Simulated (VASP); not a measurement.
Set up this calculation in VASP 6.6.1, as the native input.

```yaml
Task: single point
Functional: r2SCAN
Potentials_or_basis: VASP PAW PBE potentials, release 64 (La)
Cutoff: 520 eV
k_mesh: 8 × 8 × 8
Occupations: fermi-dirac, width 0.05 eV
Spin: collinear spin
Starting_moments: "[1.0, 1.0] μB"
Dipole_correction: no
Further_INCAR_settings: ALGO = Normal; EDIFF = 1e-06; NBANDS = 22
```

La:

```
La
1.0
     0.00000    3.32759    3.32759
     3.32759    0.00000    3.32759
     3.32759    3.32759    0.00000
La
2
Direct
  0.12500 0.12500 0.12500
  0.87500 0.87500 0.87500
```

This isn't the form of La at room conditions, which is double hcp.

These files were run (other wordings do the same):

POSCAR

```
La
1.0
    0.0000000000      3.3275894630      3.3275894630
    3.3275894630      0.0000000000      3.3275894630
    3.3275894630      3.3275894630      0.0000000000
La
2
Direct
    0.1250000000      0.1250000000      0.1250000000
    0.8750000000      0.8750000000      0.8750000000
```

INCAR.step1

```
SYSTEM = La
ALGO = Normal ; EDIFF = 1E-4
ENCUT = 520 ; GGA = PE
ISMEAR = -1 ; ISPIN = 2
LASPH = .True. ; LCHARG = .False.
LMAXMIX = 6 ; LREAL = .False.
LWAVE = .True. ; MAGMOM = 1 1
NBANDS = 22 ; NELM = 150
PREC = Accurate ; SIGMA = 0.05
```

INCAR.step2

```
SYSTEM = La
ALGO = Normal ; EDIFF = 1E-6
ENCUT = 520 ; ISIF = 2
ISMEAR = -1 ; ISPIN = 2
ISTART = 1 ; LASPH = .True.
LCHARG = .False. ; LMAXMIX = 6
LMIXTAU = .True. ; LORBIT = 11
LREAL = .False. ; LWAVE = .False.
MAGMOM = 1 1 ; METAGGA = R2SCAN
NBANDS = 22 ; NELM = 150
PREC = Accurate ; SIGMA = 0.05
```

KPOINTS

```
k-points
0
Gamma
  8 8 8
  0 0 0
```

Potentials or basis: VASP PAW PBE potentials, release 64 (La).

Run with:

```console
$ cat potpaw_PBE.64/La/POTCAR > POTCAR
$ cp INCAR.step1 INCAR
$ mpirun -np 1 vasp_std > vasp.out
$ cp INCAR.step2 INCAR
$ mpirun -np 1 vasp_std > vasp.out
```

It gave:

```yaml
Pressure: -0.1 GPa
Band_gap_on_the_k_mesh: zero (filled and empty bands overlap)
Net_moment: 0.00 μB per cell
Valence_electrons_inside_the_program's_atomic_spheres: La 9.03
```

Caveat: the PAW data sets were made with another functional, which shifts forces and pressure a little; spin-orbit coupling is left out, which moves the levels of the heavy elements.

Run time: 6.2 min on 1 thread of Intel(R) Xeon(R) Platinum 8124M CPU @ 3.00GHz (Skylake/Cascade Lake), on a shared host, peak memory 0.31 GiB.
